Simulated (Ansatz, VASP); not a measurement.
**Se: VASP beside Ansatz**

INCAR

```
SYSTEM = Se
  PREC = Accurate
  ENCUT = 520
  EDIFF = 1E-6
  ISMEAR = -1
  SIGMA = 0.1
  LREAL = .False.
  LASPH = .True.
  NELM = 100
  ALGO = Normal
  ISIF = 2
  LWAVE = .False.
  LCHARG = .False.
  GGA = RE
  NBANDS = 9
```

Contents of KPOINTS:

```
Automatic mesh
0
Gamma
  14 14 14
  0 0 0
```

The input POSCAR:

```
Se
1.0
   -1.7752669608      1.7752669608      1.7752669608
    1.7752669608     -1.7752669608      1.7752669608
    1.7752669608      1.7752669608     -1.7752669608
Se
1
Direct
    0.0000000000      0.0000000000      0.0000000000
```

Input for Ansatz:

```yaml
crystal:
  lattice:
    - [-1.7752669608, 1.7752669608, 1.7752669608]
    - [1.7752669608, -1.7752669608, 1.7752669608]
    - [1.7752669608, 1.7752669608, -1.7752669608]
  atoms:
    - { symbol: Se, position: [0.0, 0.0, 0.0] }
hamiltonian:
  xc: revpbe
  pseudopotentials:
    kind: paw
    azcp:
      Se: "pseudopotentials/Se.paw.azcp"
basis:
  ecutwfc: 420
  fft_grid_basis: typed
kpoints:
  mp_grid: { grid: [14, 14, 14], shift: [0, 0, 0] }
magnetization:
  spin_polarized: false
scf:
  occupations: { method: fermi_dirac, width: 0.1 }
  lower_state_search: "off"
output:
  stress: true
```

Alike in both runs: task single point; functional revPBE; k mesh 14 × 14 × 14; occupations fermi-dirac, width 0.1 eV; no spin polarisation.

|  | VASP | Ansatz |
| --- | --- | --- |
| version | VASP 6.6.1 | Ansatz 0.2.0 |
| potentials or method | VASP PAW PBE potentials, release 64 (Se), cutoff 520 eV | plane waves (420 eV) with PAW, scalar-relativistic |
| valence electrons in the cell | 6 | 16 |

|  | VASP | Ansatz | Ansatz less VASP |
| --- | --- | --- | --- |
| pressure (GPa) | -4.1 | -4.1 | +0.04 |

VASP's potentials were made for PBE, not for revPBE. VASP's potentials hold 6 valence electrons a cell and Ansatz's 16, so a difference there can come from the potentials and not from the codes.
